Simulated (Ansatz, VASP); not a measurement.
# One calculation of Zr2HS4, two programs

File INCAR:

```
SYSTEM = Zr2HS4
PREC = Accurate ; ENCUT = 400
EDIFF = 1E-6 ; ISMEAR = 0
SIGMA = 0.05 ; LREAL = .FALSE.
LASPH = .TRUE. ; NELM = 120
ALGO = Normal ; ISIF = 2
LWAVE = .FALSE. ; LCHARG = .FALSE.
LDIPOL = .TRUE. ; IDIPOL = 3
DIPOL = 0.5 0.5 0.276 ; GGA = PE
IVDW = 12 ; NBANDS = 62
GGA_COMPAT = .FALSE. ; NELMDL = -8
```

KPOINTS

```
regular mesh
0
G
  6 6 1
  0 0 0
```

POSCAR

```
Zr2HS4
1.0
    7.2976778227      0.0000000000      0.0000000000
   -3.6488389114      6.3199743831      0.0000000000
    0.0000000000      0.0000000000     20.9171506047
S Zr H
8 4 2
Direct
    0.3333333333      0.1666666667      0.1912306354
    0.3333333333      0.6666666667      0.1912306354
    0.8333333333      0.1666666667      0.1912306354
    0.8333333333      0.6666666667      0.1912306354
    0.1666666667      0.3333333333      0.3306927762
    0.1666666667      0.8333333333      0.3306927762
    0.6666666667      0.3333333333      0.3306927762
    0.6666666667      0.8333333333      0.3306927762
    0.0000000000      0.0000000000      0.2609617058
    0.0000000000      0.5000000000      0.2609617058
    0.5000000000      0.0000000000      0.2609617058
    0.5000000000      0.5000000000      0.2609617058
    0.3909545371      0.7819090743      0.3675046736
    0.4423787962      0.8847575924      0.3675046736
```

Input for Ansatz:

```yaml
crystal:
  lattice:
    - [7.2976778227, 0.0, 0.0]
    - [-3.6488389114, 6.3199743831, 0.0]
    - [0.0, 0.0, 20.9171506047]
  atoms:
    - { symbol: S, position: [0.3333333333, 0.1666666667, 0.1912306354] }
    - { symbol: S, position: [0.3333333333, 0.6666666667, 0.1912306354] }
    - { symbol: S, position: [0.8333333333, 0.1666666667, 0.1912306354] }
    - { symbol: S, position: [0.8333333333, 0.6666666667, 0.1912306354] }
    - { symbol: Zr, position: [0.0, 0.0, 0.2609617058] }
    - { symbol: Zr, position: [0.0, 0.5, 0.2609617058] }
    - { symbol: Zr, position: [0.5, 0.0, 0.2609617058] }
    - { symbol: Zr, position: [0.5, 0.5, 0.2609617058] }
    - { symbol: S, position: [0.1666666667, 0.3333333333, 0.3306927762] }
    - { symbol: S, position: [0.1666666667, 0.8333333333, 0.3306927762] }
    - { symbol: S, position: [0.6666666667, 0.3333333333, 0.3306927762] }
    - { symbol: S, position: [0.6666666667, 0.8333333333, 0.3306927762] }
    - { symbol: H, position: [0.3909545371, 0.7819090743, 0.3675046736] }
    - { symbol: H, position: [0.4423787962, 0.8847575924, 0.3675046736] }
basis:
  ecutwfc: 420
kpoints:
  mp_grid: { grid: [6, 6, 1] }
hamiltonian:
  xc: pbe
  pseudopotentials: { kind: paw, azcp: { folder: soft_1 } }
  dispersion: d3bj
scf:
  occupations: { method: gaussian, width: 0.05 }
output:
  forces: true
  eigenvalues: true
  write_density: true
  write_potential: true
  elf: true
  volumetric_format: npy
efield:
  axis: 3
  dipole_correction: true
  ramp_width: 0.04
```

Alike in both runs: task single point; functional PBE; dispersion D3(BJ); k mesh 6 × 6 × 1; occupations gaussian, width 0.05 eV; no spin polarisation.

```csv
,VASP,Ansatz
version,VASP 6.6.1,Ansatz 0.2.0
potentials or method,"VASP PAW PBE potentials, release 64 (S, Zr_sv, H), cutoff 400 eV","scalar-relativistic, plane waves, PAW"
valence electrons in the cell,98,98
```

VASP gave:

- gap on the k mesh at the Fermi level (eV): 0.81
- least direct gap on the mesh (eV): 0.93
- rms of the force components (eV/Å): 1.276

Question: Which values does Ansatz return?

Answer: gap on the k mesh at the Fermi level (eV): 0.81; least direct gap on the mesh (eV): 0.93; rms of the force components (eV/Å): 1.271.
